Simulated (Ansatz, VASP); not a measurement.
## LuTlAu4 in VASP and in Ansatz

```
Lu Tl Au
1.0
     0.00000    5.10543    5.10543
     5.10543    0.00000    5.10543
     5.10543    5.10543    0.00000
Lu Tl Au
1 1 4
Cartesian
  2.5527 2.5527 2.5527
  7.6581 7.6581 7.6581
  0.9958 0.9958 0.9958
  4.1096 4.1096 0.9958
  4.1096 0.9958 4.1096
  0.9958 4.1096 4.1096
```

Alike in both runs: functional PBE; k mesh 4 × 4 × 4; occupations gaussian, width 0.1 eV; no spin polarisation.

Ansatz relaxed the structure, and its values are those at the end. VASP's run is a single point on that final structure, the one shown.

|  | VASP | Ansatz |
| --- | --- | --- |
| version | VASP 6.6.1 | Ansatz 0.2.0 |
| potentials or method | VASP PAW PBE potentials, release 64 (Lu, Tl_d, Au), cutoff 520 eV | scalar-relativistic, plane waves, PAW |
| valence electrons in the cell | 82 | 114 |

Ansatz gave:

```
gap on the k mesh at the Fermi level (eV) : 0.31
least direct gap on the mesh (eV)         : 0.31
pressure (GPa)                            : -0.3
rms of the force components (eV/Å)        : 0.031
```

**Question.** Estimate VASP's values.

**Answer.** gap on the k mesh at the Fermi level (eV): 0.32; least direct gap on the mesh (eV): 0.32; pressure (GPa): -0.3; rms of the force components (eV/Å): 0.017.

VASP's potentials hold 82 valence electrons a cell and Ansatz's 114, so a difference there can come from the potentials and not from the codes.

Neither program's run includes spin-orbit coupling.
